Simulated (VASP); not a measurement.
Set up this calculation in VASP 6.6.1, as the native input.

* Task: single point
* Functional: PBE
* Potentials or basis: VASP PAW PBE potentials, release 64 (Mg, O)
* Cutoff: 520 eV
* k mesh: 10 × 10 × 10
* Occupations: fermi-dirac, width 0.05 eV
* Spin: no spin polarisation
* Dipole correction: no
* Further INCAR settings: ALGO = Normal; EDIFF = 1e-06; NBANDS = 11

The structure of MgO lies in POSCAR:

```
MgO
1.0
    0.0000000000      2.3365076907      2.3365076907
    2.3365076907      0.0000000000      2.3365076907
    2.3365076907      2.3365076907      0.0000000000
Mg O
1 1
Direct
    0.5000000000      0.5000000000      0.5000000000
    0.7500000000      0.7500000000      0.7500000000
```

These files were run (other wordings do the same):

INCAR

```
  ALGO = Normal
  EDIFF = 1E-6
  ENCUT = 520
  GGA = PE
  ISIF = 2
  ISMEAR = -1
  LASPH = T
  LCHARG = F
  LREAL = F
  LWAVE = F
  NBANDS = 11
  NELM = 60
  PREC = Accurate
  SIGMA = 0.05
```

KPOINTS

```
k-points
0
Gamma
  10 10 10
```

Potentials or basis: VASP PAW PBE potentials, release 64 (Mg, O).

Run with:

```bash
$ cat potpaw_PBE.64/Mg/POTCAR potpaw_PBE.64/O/POTCAR > POTCAR
$ mpirun -np 1 vasp_std > vasp.out
```

Results of the run:

```yaml
Pressure: -4.5 GPa
Band_gap_on_the_k_mesh: 3.25 eV, direct
```

It took 11 s on 1 thread of Intel(R) Xeon(R) Platinum 8488C (Sapphire Rapids), with other jobs on the host, peak memory 0.16 GiB.
